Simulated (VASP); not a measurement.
# Zn32S33 (a cell with a defect) in VASP: single point with PBEsol

Aim: the single point of Zn32S33 (a cell with a defect) with PBEsol.

Everything below comes from runs of VASP 6.6.1. Logs are shortened: lines on timing, memory, paths and dates and some standing lists are left out, and cuts for length are marked.

## 1. The cell of the first run

The cell holds a defect, 65 atoms: a = 10.713 Å, b = 10.713 Å, c = 10.713 Å, α = 90.00°, β = 90.00°, γ = 90.00°.

## 2. Single point, PBEsol

The input, INCAR:

```
PREC     = Accurate       # precision mode
ENCUT    = 400            # plane-wave cutoff, eV
EDIFF    = 1E-6           # SCF threshold, eV
ISMEAR   = -1             # smearing method
SIGMA    = 0.05           # smearing width, eV
LREAL    = Auto         
LASPH    = T              # aspherical terms in the spheres
NELM     = 120            # most SCF steps
ALGO     = Normal         # electronic algorithm
ISIF     = 2              # what is computed and relaxed
LWAVE    = F              # write WAVECAR
LCHARG   = F              # write CHGCAR
GGA      = PS             # functional
NBANDS   = 329            # bands
NELECT   = 584.0        
ISYM     = -1           
GGA_COMPAT= F
```

The input, KPOINTS:

```
explicit points
1
Reciprocal
  0.25000000   0.25000000   0.25000000 1
```

The input, POSCAR:

```
Zn32S33
1.0
   10.7125360000      0.0000000000      0.0000000000
    0.0000000000     10.7125360000      0.0000000000
    0.0000000000      0.0000000000     10.7125360000
Zn S
32 33
Direct
    0.9982900000      0.9979310000      0.9962370000
    0.0250860000      0.0141640000      0.4827020000
    0.9953060000      0.5032300000      0.9945910000
    0.0014900000      0.4981100000      0.5006120000
    0.4895160000      0.0118770000      0.0148360000
    0.5050250000      0.9924560000      0.5054600000
    0.5004660000      0.4948110000      0.9978960000
    0.4900690000      0.4866690000      0.4896280000
    0.2468900000      0.2513740000      0.9973250000
    0.2418710000      0.2423770000      0.4911520000
    0.2464840000      0.7477840000      0.0029230000
    0.2505650000      0.7497980000      0.5001580000
    0.7526030000      0.2370850000      0.0024520000
    0.7503130000      0.2487680000      0.5015790000
    0.7436980000      0.7546810000      0.9984660000
    0.7765140000      0.7714330000      0.4886500000
    0.2511160000      0.0012310000      0.2454080000
    0.2518660000      0.0008680000      0.7521960000
    0.2489650000      0.5006770000      0.2480010000
    0.2508710000      0.4934010000      0.7479040000
    0.7526420000      0.0011130000      0.2483740000
    0.7387240000      0.9759290000      0.7397890000
    0.7493280000      0.4981680000      0.2470920000
    0.7518290000      0.4990490000      0.7520620000
    0.9984270000      0.2526390000      0.2432730000
    0.9943270000      0.2436340000      0.7519520000
    0.9991040000      0.7487240000      0.2493960000
    0.0023400000      0.7544930000      0.7424580000
    0.4966090000      0.2502000000      0.2537660000
    0.5021880000      0.2625730000      0.7450130000
    0.5021470000      0.7498730000      0.2470950000
    0.4974230000      0.7387170000      0.7520200000
    0.1229220000      0.1242890000      0.1215600000
    0.1285640000      0.1284640000      0.6287570000
    0.1204270000      0.6220730000      0.1247340000
    0.1273070000      0.6214500000      0.6236540000
    0.6241920000      0.1278800000      0.1340470000
    0.6239490000      0.1270350000      0.6249790000
    0.6243480000      0.6213700000      0.1237090000
    0.5660400000      0.5382210000      0.6716780000
    0.3722960000      0.3728660000      0.1257880000
    0.3577340000      0.3614860000      0.6161720000
    0.3702840000      0.8722300000      0.1270870000
    0.3706150000      0.8730550000      0.6269610000
    0.8738870000      0.3747420000      0.1198460000
    0.8765780000      0.3734860000      0.6250720000
    0.8759340000      0.8736360000      0.1249770000
    0.9168400000      0.8928480000      0.6073490000
    0.3750380000      0.1193510000      0.3750360000
    0.3748980000      0.1305650000      0.8747300000
    0.3746660000      0.6245290000      0.3716590000
    0.3657940000      0.6193380000      0.8820720000
    0.8784540000      0.1283460000      0.3712240000
    0.8680830000      0.1123600000      0.8690530000
    0.8754840000      0.6217180000      0.3733630000
    0.8739950000      0.6313690000      0.8715100000
    0.1222680000      0.3743370000      0.3696680000
    0.1187940000      0.3734190000      0.8739100000
    0.1321660000      0.8716180000      0.3654700000
    0.1268320000      0.8736790000      0.8759450000
    0.6270790000      0.3720460000      0.3716780000
    0.6304550000      0.3638520000      0.8872740000
    0.6269970000      0.8767750000      0.3671090000
    0.6068030000      0.8836660000      0.9042850000
    0.6844320000      0.7829120000      0.6708440000
```

Potentials or basis: VASP PAW PBE potentials, release 64 (Zn, S).

On the command line:

```bash
$ cat potpaw_PBE.64/Zn/POTCAR potpaw_PBE.64/S/POTCAR > POTCAR
$ mpirun -np 1 vasp_std > vasp.out
```

OUTCAR:

```text
PREC = Accurate
   ENCUT = 400
   EDIFF = 1E-6
   ISMEAR = -1
   LREAL = Auto
   LASPH = T
   NELM = 120
   ISIF = 2
   GGA = PS
   NELECT = 584.0
   ISYM = -1

 ion  position               nearest neighbor table
   1  0.998  0.998  0.996-  54 2.30  60 2.31  47 2.32  33 2.33
   2  0.025  0.014  0.483-  48 2.19  34 2.28  59 2.29  53 2.32
   3  0.995  0.503  0.995-  56 2.30  58 2.31  35 2.32  45 2.32
   4  0.001  0.498  0.501-  36 2.30  46 2.31  57 2.32  55 2.33
   5  0.490  0.012  0.015-  64 2.21  37 2.29  43 2.31  50 2.32
   6  0.505  0.992  0.505-  38 2.31  44 2.32  63 2.33  49 2.40
[... 13 lines left out ...]
  20  0.251  0.493  0.748-  42 2.30  52 2.32  36 2.32  58 2.34
  21  0.753  0.001  0.248-  63 2.28  37 2.29  47 2.31  53 2.33
  22  0.739  0.976  0.740-  65 2.27  38 2.38  54 2.44  64 2.47  48 2.54
  23  0.749  0.498  0.247-  39 2.30  61 2.31  45 2.32  55 2.33
  24  0.752  0.499  0.752-  40 2.21  56 2.32  46 2.33  62 2.43
  25  0.998  0.253  0.243-  45 2.29  57 2.30  53 2.30  33 2.32
  26  0.994  0.244  0.752-  34 2.31  46 2.32  54 2.32  58 2.33
  27  0.999  0.749  0.249-  47 2.30  59 2.30  35 2.31  55 2.32
  28  0.002  0.754  0.742-  48 2.27  36 2.33  60 2.34  56 2.35
  29  0.497  0.250  0.254-  37 2.29  61 2.29  49 2.31  41 2.32
  30  0.502  0.263  0.745-  62 2.32  42 2.33  38 2.34  50 2.41
  31  0.502  0.750  0.247-  63 2.30  39 2.31  43 2.32  51 2.33
  32  0.497  0.739  0.752-  65 2.23  52 2.36  44 2.39  40 2.43  64 2.54
  33  0.123  0.124  0.122-  25 2.32  17 2.32   9 2.32   1 2.33
  34  0.129  0.128  0.629-  10 2.27   2 2.28  26 2.31  18 2.32
  35  0.120  0.622  0.125-  27 2.31  19 2.31  11 2.31   3 2.32
  36  0.127  0.621  0.624-   4 2.30  12 2.32  20 2.32  28 2.33
  37  0.624  0.128  0.134-  29 2.29  21 2.29  13 2.29   5 2.29
  38  0.624  0.127  0.625-  14 2.30   6 2.31  30 2.34  22 2.38
  39  0.624  0.621  0.124-  23 2.30  31 2.31   7 2.33  15 2.34
  40  0.566  0.538  0.672-   8 2.18  24 2.21  32 2.43
  41  0.372  0.373  0.126-  19 2.31  29 2.32   9 2.32   7 2.34
  42  0.358  0.361  0.616-  10 2.23  20 2.30  30 2.33   8 2.38
  43  0.370  0.872  0.127-  17 2.27  11 2.30   5 2.31  31 2.32
  44  0.371  0.873  0.627-  12 2.29  18 2.30   6 2.32  32 2.39
  45  0.874  0.375  0.120-  25 2.29  23 2.32   3 2.32  13 2.33
  46  0.877  0.373  0.625-   4 2.31  14 2.32  26 2.32  24 2.33
[... 16 lines left out ...]
  63  0.627  0.877  0.367-  21 2.28  31 2.30   6 2.33  16 2.35
  64  0.607  0.884  0.904-   5 2.21  15 2.25  22 2.47  32 2.54
  65  0.684  0.783  0.671-  16 2.19  32 2.23  22 2.27

IMPORTANT INFORMATION: All symmetrisations will be switched off!
NOSYMM: (Re-)initialisation of all symmetry stuff for point group C_1.

----------------------------------------------------------------------------------------

                                     Primitive cell

  volume of cell :    1229.3538

  direct lattice vectors                    reciprocal lattice vectors
    10.712536000  0.000000000  0.000000000     0.093348578  0.000000000  0.000000000
     0.000000000 10.712536000  0.000000000     0.000000000  0.093348578  0.000000000
     0.000000000  0.000000000 10.712536000     0.000000000  0.000000000  0.093348578

  length of vectors
    10.712536000 10.712536000 10.712536000     0.093348578  0.093348578  0.093348578

  position of ions in fractional coordinates (direct lattice)
     0.998290000  0.997931000  0.996237000
     0.025086000  0.014164000  0.482702000
     0.995306000  0.503230000  0.994591000
     0.001490000  0.498110000  0.500612000
     0.489516000  0.011877000  0.014836000
     0.505025000  0.992456000  0.505460000
[... 57 lines left out ...]
     0.606803000  0.883666000  0.904285000
     0.684432000  0.782912000  0.670844000

  ion indices of the primitive-cell ions
   primitive index   ion index
                 1           1
                 2           2
                 3           3
                 4           4
                 5           5
                 6           6
[... 57 lines left out ...]
                64          64
                65          65

----------------------------------------------------------------------------------------

 KPOINTS: explicit points

Read explicit list of k-points.

 Found      1 k-points:

 Following reciprocal coordinates:
            Coordinates               Weight
  0.250000  0.250000  0.250000      1.000000
   k-points           NKPTS =      1   k-points in BZ     NKDIM =      1   number of bands    NBANDS=    329
   number of dos      NEDOS =    301   number of ions     NIONS =     65
   total plane-waves  NPLWV = 343000
   dimension x,y,z NGX =    70 NGY =   70 NGZ =   70
   dimension x,y,z NGXF=   140 NGYF=  140 NGZF=  140
   ions per type =              32  33
   NGX,Y,Z   is equivalent  to a cutoff of  10.86, 10.86, 10.86 a.u.
   NGXF,Y,Z  is equivalent  to a cutoff of  21.73, 21.73, 21.73 a.u.
 SYSTEM =  unknown system
   PREC   = accura    normal or accurate (medium, high low for compatibility)
   ISTART =      0    job   : 0-new  1-cont  2-samecut
   ICHARG =      2    charge: 1-file 2-atom 10-const
   ISPIN  =      1    spin polarized calculation?
   LNONCOLLINEAR =      F non collinear calculations
   LSORBIT =      F    spin-orbit coupling
   LASPH  =      T    aspherical Exc in radial PAW
   ENCUT  =  400.0 eV  29.40 Ry    5.42 a.u.  17.47 17.47 17.47*2*pi/ulx,y,z
   NELM   =    120;   NELMIN=  2; NELMDL= -5     # of ELM steps
   EDIFF  = 0.1E-05   stopping-criterion for ELM
   LREAL  =      T    real-space projection
   EDIFFG = 0.1E-04   stopping-criterion for IOM
   NSW    =      0    number of steps for IOM
   IBRION =     -1    ionic relax: 0-MD 1-quasi-New 2-CG
   NFREE  =      0    steps in history (QN), initial steepest desc. (CG)
   ISIF   =      2    stress and relaxation
   ISYM   =     -1    0-nonsym 1-usesym 2-fastsym
   POTIM  = 0.5000    time-step for ionic-motion
   TEBEG  =    0.0;   TEEND  =   0.0 temperature during run
   PSTRESS=    0.0 pullay stress
   NELECT =     584.0000    total number of electrons
   NUPDOWN=      -1.0000    fix difference up-down
   EMIN   =  10.00;   EMAX   =-10.00  energy-range for DOS
   EFERMI =   0.00;   METHOD = LEGACY
   ISMEAR =    -1;   SIGMA  =   0.05  broadening in eV -4-tet -1-fermi 0-gaus
   EFERMI_NEDOS =   21; number of points for ismear=-14 and -15
   IALGO  =     38    algorithm
   IMIX   =      4    mixing-type and parameters
     AMIX     =   0.40;   BMIX     =  1.00
     AMIX_MAG =   1.60;   BMIX_MAG =  1.00
  volume/ion in A,a.u.               =      18.91       127.63
  Fermi-wavevector in a.u.,A,eV,Ry     =   1.277380  2.413898 22.200626  1.631700
  Thomas-Fermi vector in A             =   2.409983
   LORBIT       =      0    0 simple, 1 ext, 2 COOP (PROOUT), +10 PAW based schemes
   GGA     = PS    functional components
   LHFCALC =     F    Hartree Fock is set to
   AEXX    =    0.0000 exact exchange contribution
   IVDW    =     0    specifies the selected vdW correction
   LEPSILON=     F    determine dielectric tensor
   LRPA    =     F    only Hartree local field effects (RPA)
 non-spin polarized calculation
  energy-cutoff  :      400.00
  volume of cell :     1229.35
 maximum number of plane-waves:     22331
 NGX is ok and might be reduce to    70
   NGX = 35   NGY = 35   NGZ = 35

 number of electron     584.0000011 magnetization

 Free energy of the ion-electron system (eV)
  ---------------------------------------------------
  ext. energy  EPLUGINS =         0.00000000
  ---------------------------------------------------
  free energy    TOTEN  =      -235.50763122 eV

  energy without entropy =     -235.50762959  energy(sigma->0) =     -235.50763040

 E-fermi :   4.5796     XC(G=0): -10.0839

 val. band max:        3.8569152847   @ k =   0.2500   0.2500   0.2500
 cond. band min:       5.3023313999   @ k =   0.2500   0.2500   0.2500
 fundamental gap:      1.4454161152
 Fermi energy:         4.5796177134

 k-point     1 :       0.2500    0.2500    0.2500
  band No.  band energies     occupation
      1     -10.9505      2.00000
      2     -10.6575      2.00000
      3     -10.6398      2.00000
      4     -10.5999      2.00000
      5     -10.4001      2.00000
      6     -10.3758      2.00000
[... 296 lines left out ...]
    303       6.4204      0.00000
    304       6.4745      0.00000
 [bands above 304 left out]

------------------------ aborting loop because EDIFF is reached ----------------------------------------

  FORCE on cell =-STRESS in cart. coord.  units (eV):
  Direction    XX          YY          ZZ          XY          YZ          ZX
  --------------------------------------------------------------------------------------
  -------------------------------------------------------------------------------------
  Total       32.5924031     28.4518374     31.5532780      2.8541793     -2.6815102     -6.4575548
  in kB       42.4766328     37.0803664     41.1223745      3.7197603     -3.4947261     -8.4159238
  external PRESSURE =      40.2264579 kB  Pullay stress =       0.0000000 kB

 VOLUME and BASIS-vectors are now :
 -----------------------------------------------------------------------------
  energy-cutoff  :      400.00
  volume of cell :     1229.35
      direct lattice vectors                 reciprocal lattice vectors
    10.712536000  0.000000000  0.000000000     0.093348578  0.000000000  0.000000000
     0.000000000 10.712536000  0.000000000     0.000000000  0.093348578  0.000000000
     0.000000000  0.000000000 10.712536000     0.000000000  0.000000000  0.093348578

 POSITION                                       TOTAL-FORCE (eV/Angst)
 -----------------------------------------------------------------------------------
     10.69422     10.69037     10.67222         0.003864     -0.002161      0.000425
      0.26873      0.15173      5.17096         0.006266      0.001281     -0.000628
     10.66225      5.39087     10.65459         0.001910      0.000666     -0.005869
      0.01596      5.33602      5.36282        -0.006662      0.006717      0.006175
      5.24396      0.12723      0.15893         0.000517      0.005546     -0.008151
      5.41010     10.63172      5.41476         0.002253     -0.001053     -0.000882
[... 57 lines left out ...]
      6.50040      9.46630      9.68719        -0.003242      0.007066      0.012614
      7.33200      8.38697      7.18644        -0.005401     -0.003576      0.000420
 -----------------------------------------------------------------------------------
    total drift:                               -0.004395      0.017462     -0.001638

  FREE ENERGIE OF THE ION-ELECTRON SYSTEM (eV)
  ---------------------------------------------------
  free  energy   TOTEN  =      -235.5076312190 eV

  energy  without entropy=     -235.5076295867  energy(sigma->0) =     -235.50763040
```

It took 9.4 min on 1 thread of AMD EPYC 9R45 (Zen 5), shared host; peak memory 0.76 GiB.

What came out:

```
Free energy   : -235.5076 eV
Largest force : 0.039 eV/Å
```

Forces in eV/Å, atoms in the order of the input:
```
Zn   0.004 -0.002  0.000
Zn   0.006  0.001 -0.001
Zn   0.002  0.001 -0.006
Zn  -0.007  0.007  0.006
Zn   0.001  0.006 -0.008
Zn   0.002 -0.001 -0.001
Zn   0.006 -0.002  0.000
Zn  -0.002  0.005 -0.003
Zn   0.005  0.004 -0.003
Zn   0.002  0.007 -0.011
Zn  -0.004  0.002  0.000
Zn  -0.003 -0.005 -0.003
Zn   0.000 -0.003  0.003
Zn  -0.001  0.000  0.003
Zn  -0.007  0.008  0.004
Zn  -0.014  0.006  0.008
Zn  -0.002  0.003 -0.002
Zn   0.010 -0.002  0.004
Zn   0.006  0.005 -0.003
Zn  -0.003 -0.002  0.004
Zn   0.001 -0.006  0.005
Zn   0.002 -0.007  0.000
Zn  -0.007 -0.002 -0.002
Zn   0.000  0.000 -0.001
Zn   0.002 -0.003  0.000
Zn   0.000  0.011 -0.006
Zn   0.002 -0.003 -0.002
Zn   0.001  0.004 -0.002
Zn  -0.004  0.011 -0.004
Zn   0.004  0.005 -0.005
Zn  -0.003 -0.007 -0.001
Zn  -0.004  0.020 -0.018
S   -0.001 -0.002  0.003
S   -0.009 -0.001  0.009
S    0.001  0.001  0.002
S   -0.001 -0.006  0.000
S   -0.003  0.006  0.004
S    0.001 -0.004  0.005
S    0.002 -0.005  0.005
S   -0.005 -0.027  0.001
S   -0.001 -0.004  0.006
S   -0.007 -0.008 -0.001
S   -0.003 -0.001  0.005
S    0.013 -0.007  0.013
S   -0.001  0.002  0.001
S    0.007 -0.008  0.003
S    0.006 -0.001 -0.002
S    0.026  0.028 -0.007
S   -0.001  0.000  0.005
S   -0.005 -0.003  0.000
S    0.001  0.005 -0.003
S   -0.010 -0.010  0.007
S    0.000  0.006 -0.003
S   -0.011  0.001 -0.006
S    0.012 -0.015 -0.008
S    0.000  0.000  0.002
S    0.002 -0.001  0.002
S   -0.005 -0.009 -0.001
S    0.002  0.001 -0.009
S    0.001  0.000  0.001
S    0.002  0.000 -0.002
S   -0.001 -0.003  0.004
S    0.000  0.000 -0.001
S   -0.003  0.007  0.013
S   -0.005 -0.004  0.000
```

Caveat: the cell carries a net charge on a neutralising background, which shifts energy and pressure; the cell is charged against a uniform background, so pressure and absolute levels hang on convention; the PAW data sets were made with another functional, which shifts forces and pressure a little.
